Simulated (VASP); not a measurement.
A run of VASP 6.6.1:

File INCAR:

```
SYSTEM = CaO
  ALGO = Normal
  EDIFF = 1E-6
  ENCUT = 520
  GGA = PS
  ISIF = 2
  ISMEAR = -1
  IVDW = 13
  LASPH = .TRUE.
  LCHARG = .FALSE.
  LREAL = .FALSE.
  LWAVE = .FALSE.
  NBANDS = 15
  NELM = 80
  PREC = Accurate
  SIGMA = 0.05
```

Contents of KPOINTS:

```
k-points
0
G
  10 10 10
  0 0 0
```

POSCAR

```
CaO
1.0
    0.0000000000      2.4194737473      2.4194737473
    2.4194737473      0.0000000000      2.4194737473
    2.4194737473      2.4194737473      0.0000000000
Ca O
1 1
Direct
    0.0000000000      0.0000000000      0.0000000000
    0.5000000000      0.5000000000      0.5000000000
```

Potentials or basis: VASP PAW PBE potentials, release 64 (Ca_sv, O).

Command:

```bash
$ cat potpaw_PBE.64/Ca_sv/POTCAR potpaw_PBE.64/O/POTCAR > POTCAR
$ mpirun -np 1 vasp_std > vasp.out
```

Hardware: 1 thread of Intel Xeon 8259CL, with other jobs on the host.

Problem. Estimate the wall time of this run.

Solution. Run time: 40 s on 1 thread of Intel Xeon 8259CL (shared host), peak memory 0.17 GiB. Counts: scf iterations 13, k points 47.
